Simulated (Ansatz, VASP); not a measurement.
## Ti in VASP and in Ansatz

The input INCAR:

```
SYSTEM = Ti
PREC = Accurate
ENCUT = 520
EDIFF = 1E-6
ISMEAR = 0
SIGMA = 0.15
LREAL = .FALSE.
LASPH = .TRUE.
NELM = 60
ALGO = Normal
ISIF = 2
LWAVE = .FALSE.
LCHARG = .FALSE.
GGA = PS
NBANDS = 12
```

File KPOINTS:

```
regular mesh
0
G
  20 20 20
  0 0 0
```

File POSCAR:

```
Ti
1.0
    0.0000000000      1.9792500000      1.9792500000
    1.9792500000      0.0000000000      1.9792500000
    1.9792500000      1.9792500000      0.0000000000
Ti
1
Direct
    0.0000000000      0.0000000000      0.0000000000
```

Input for Ansatz:

```yaml
crystal:
  lattice:
    - [0.0, 1.97925, 1.97925]
    - [1.97925, 0.0, 1.97925]
    - [1.97925, 1.97925, 0.0]
  atoms:
    - { symbol: Ti, position: [0.0, 0.0, 0.0] }
basis:
  ecutwfc: 420
kpoints:
  mp_grid: { grid: [20, 20, 20] }
hamiltonian:
  xc: pbesol
scf:
  occupations: { method: gaussian, width: 0.15 }
output:
  forces: true
  stress: true
  eigenvalues: true
```

Change from the starting cell: strain -0.025 along x and y, -0.025 along z, atoms carried along.

Alike in both runs: task single point; functional PBEsol; k mesh 20 × 20 × 20; occupations gaussian, width 0.15 eV; no spin polarisation.

```csv
,VASP,Ansatz
version,VASP 6.6.1,Ansatz 0.2.0
potentials or method,"VASP PAW PBE potentials, release 64 (Ti_sv), cutoff 520 eV","scalar-relativistic, plane waves, PAW"
valence electrons in the cell,12,12
```

Ansatz gave:

| Quantity | Value |
| --- | --- |
| gap on the k mesh at the Fermi level (eV) | none |
| pressure (GPa) | 9.5 |

Problem. Which values does VASP return?

Solution. gap on the k mesh at the Fermi level (eV): none; pressure (GPa): 9.1.

VASP's potentials were made for PBE, not for PBEsol. A gap of «none» marks a metal or a gap that the smearing closes.
